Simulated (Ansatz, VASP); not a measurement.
**Co: VASP beside Ansatz**

Contents of INCAR:

```
  PREC = Accurate
  ENCUT = 520
  EDIFF = 1E-7
  ISMEAR = -1
  SIGMA = 0.05
  LREAL = F
  LASPH = T
  NELM = 150
  ALGO = Normal
  ISIF = 2
  LWAVE = F
  LCHARG = F
  ISPIN = 2
  MAGMOM = 2 2
  LORBIT = 11
  LMAXMIX = 4
  GGA = PE
  NBANDS = 20
```

File KPOINTS:

```
Automatic mesh
0
Gamma
  19 19 10
```

POSCAR

```
Co
1.0
    2.4675782595      0.0000000000      0.0000000000
   -1.2337891298      2.1369854586      0.0000000000
    0.0000000000      0.0000000000      4.0074867708
Co
2
Direct
    0.3333333333      0.6666666667      0.2500000000
    0.6666666667      0.3333333333      0.7500000000
```

Input for Ansatz:

```yaml
crystal:
  lattice:
    - [2.4675782595, 0.0, 0.0]
    - [-1.2337891298, 2.1369854586, 0.0]
    - [0.0, 0.0, 4.0074867708]
  atoms:
    - { symbol: Co, position: [0.3333333333, 0.6666666667, 0.25], spin: 2.0 }
    - { symbol: Co, position: [0.6666666667, 0.3333333333, 0.75], spin: 2.0 }
magnetization:
  spin_polarized: true
kpoints:
  mp_grid: { grid: [19, 19, 10] }
  band_path:
    path:
      - [0.0, 0.0, 0.0]
      - [0.5, 0.0, 0.0]
      - [0.3333333333, 0.3333333333, 0.0]
      - [0.0, 0.0, 0.0]
      - [0.0, 0.0, 0.5]
      - [0.5, 0.0, 0.5]
      - [0.3333333333, 0.3333333333, 0.5]
      - [0.0, 0.0, 0.5]
      - [0.5, 0.0, 0.5]
    npoints: 5
scf:
  occupations: { method: fermi_dirac, width: 0.05 }
hamiltonian:
  xc: pbe
  pseudopotentials: { kind: all_electron, lapw: { basis_error: 0.0005 } }
output:
  forces: true
  stress: true
  eigenvalues: true
```

Change from the starting cell: volume scaled by 0.94.

Alike in both runs: task single point; functional PBE; k mesh 19 × 19 × 10; occupations fermi-dirac, width 0.05 eV; collinear spin.

```csv
,VASP,Ansatz
version,VASP 6.6.1,Ansatz 0.2.0
potentials or method,"VASP PAW PBE potentials, release 64 (Co), cutoff 520 eV","all-electron LAPW, scalar-relativistic"
```

```tsv
	VASP	Ansatz	Ansatz less VASP
pressure (GPa)	5.3	6.1	+0.83
traceless stress, the component that is largest in VASP (GPa)	-1.12	-1.10	+0.022
net moment per atom (μB)	1.58	1.59	+0.009
size of the moment on the site where the two differ most (μB)	1.60	1.64	+0.047
```

Site moments also hang on the region over which each program counts them. Ansatz ran all-electron here, and VASP with PAW potentials.
